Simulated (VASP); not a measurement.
Wanted: the native input for a VASP 6.6.1 run.

```
Task                   : single point
Functional             : PBE
Potentials or basis    : VASP PAW PBE potentials, release 64 (Co)
Cutoff                 : 520 eV
k mesh                 : 12 × 12 × 4
Occupations            : fermi-dirac, width 0.05 eV
Spin                   : collinear spin, ferrimagnetic start
Starting moments       : [0.68, -2.21, 1.27, 0.83] μB
Dipole correction      : no
Further INCAR settings : ALGO = Fast; EDIFF = 1e-06; NBANDS = 30
```

The structure of Co lies in POSCAR:

```
Co
1.0
    2.4705617809      0.0000000000      0.0000000000
   -1.2352808905      2.1395692639      0.0000000000
    0.0000000000      0.0000000000      8.0882338000
Co
4
Direct
    0.6666666667      0.3333333333      0.7500000000
    0.0000000000      0.0000000000      0.5000000000
    0.3333333333      0.6666666667      0.2500000000
    0.0000000000      0.0000000000      0.0000000000
```

One way to write it, as run:

INCAR

```
ALGO = Fast
EDIFF = 1E-6
ENCUT = 520
GGA = PE
ISIF = 2
ISMEAR = -1
ISPIN = 2
LASPH = True
LCHARG = False
LMAXMIX = 4
LORBIT = 11
LREAL = False
LWAVE = False
MAGMOM = 0.68 -2.21 1.27 0.83
NBANDS = 30
NELM = 150
PREC = Accurate
SIGMA = 0.05
```

KPOINTS

```
k-points
0
Gamma
  12 12 4
```

Potentials or basis: VASP PAW PBE potentials, release 64 (Co).

The run is started by

```sh
$ cat potpaw_PBE.64/Co/POTCAR > POTCAR
$ mpirun -np 1 vasp_std > vasp.out
```

It gave:

* Pressure: -2.2 GPa
* Largest force: 0.444 eV/Å
* Net moment: 2.24 μB per cell
* Site moments: Co -0.19, -0.69, +1.55, +1.59 μB
* Valence electrons inside the program's atomic spheres: Co 8.31, 8.30, 8.29

It took 5.3 min on 1 thread of Intel Xeon 6975P-C, on a shared host, peak memory 0.25 GiB.
